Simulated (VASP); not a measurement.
A run of VASP 6.6.1:

The input INCAR:

```
AGGAC = 1.0
AGGAX = 1.0
ALDAC = 0.0
ALDAX = 1.0
ALGO = Normal
EDIFF = 1E-7
EDIFFG = -0.01
ENCUT = 600
GGA = B5
IBRION = 2
ISIF = 3
ISMEAR = -1
LASPH = True
LCHARG = False
LREAL = False
LWAVE = False
NELM = 100
NSW = 80
PREC = Accurate
SIGMA = 0.05
```

Contents of KPOINTS:

```
k-points
0
Gamma
  8 8 4
```

POSCAR

```
C
1.0
    2.5199982604      0.0000000000      0.0000000000
   -1.2599991302      2.1823825110      0.0000000000
    0.0000000000      0.0000000000      4.1200000000
C
4
Direct
    0.3333333333      0.6666666667      0.0625000000
    0.6666666667      0.3333333333      0.5625000000
    0.3333333333      0.6666666667      0.4375000000
    0.6666666667      0.3333333333      0.9375000000
```

Potentials or basis: VASP PAW PBE potentials, release 64 (C).

Launch:

```console
$ cat potpaw_PBE.64/C/POTCAR > POTCAR
$ mpirun -np 1 vasp_std > vasp.out
```

Hardware: 1 thread of Intel(R) Xeon(R) Platinum 8488C (Sapphire Rapids) (shared host).

Question: How long does it take, and how much memory?

Answer: It took 64 s on 1 thread of Intel(R) Xeon(R) Platinum 8488C (Sapphire Rapids) (shared host), peak memory 0.13 GiB. Counts: scf iterations 44, k points 30, ion steps 6.
